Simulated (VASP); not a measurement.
The system is Fe.

```
Fe
1.0
    -1.44300    1.44300    1.44300
     1.44300   -1.44300    1.44300
     1.44300    1.44300   -1.44300
Fe
1
Direct
  0.00000 0.00000 0.00000
```

```yaml
Program: VASP 6.6.1
Task: relaxation of cell and atoms
Functional: PBEsol
Dispersion: D3(BJ)
Potentials_or_basis: VASP PAW PBE potentials, release 64 (Fe)
Cutoff: 600 eV
k_mesh: 13 × 13 × 13
Occupations: fermi-dirac, width 0.05 eV
Spin: collinear spin, ferromagnetic start
Starting_moments: "[3.0] μB"
```

At the start: pressure -21.9 GPa; volume 12.02 Å³/atom.

Task: Where does the relaxation end?

Result: Over 7 steps the energy falls by 118.6 meV/atom and the volume is 10.54 Å³/atom (-12.3 %); space group Im-3m (No. 229, to 0.05 Å); moment 2.03 μB per cell.

The path:
| step | energy change (eV) | largest force (eV/Å) | pressure (GPa) | volume (Å³) |
| --- | --- | --- | --- | --- |
| 1 | 0.0000 | 0.0000 | -21.89 | 12.02 |
| 2 | 0.0059 | 0.0000 | 37.50 | 9.38 |
| 3 | -0.1185 | 0.0000 | -0.81 | 10.58 |
| 4 | -0.1186 | 0.0000 | -0.19 | 10.55 |
| 5 | -0.1186 | 0.0000 | 0.46 | 10.52 |
| 6 | -0.1186 | 0.0000 | -0.45 | 10.56 |
| 7 | -0.1186 | 0.0000 | 0.01 | 10.54 |

Final structure:
```
Fe
1.0
    -1.38119    1.38119    1.38119
     1.38119   -1.38119    1.38119
     1.38119    1.38119   -1.38119
Fe
1
Cartesian
  0.0000 0.0000 0.0000
```

Caveat: the PAW data sets were made with another functional, which shifts forces and pressure a little; the volume moved by -12 % from the deposited cell, more than functionals usually miss; pairwise dispersion overbinds metals, which lowers pressure and volume.
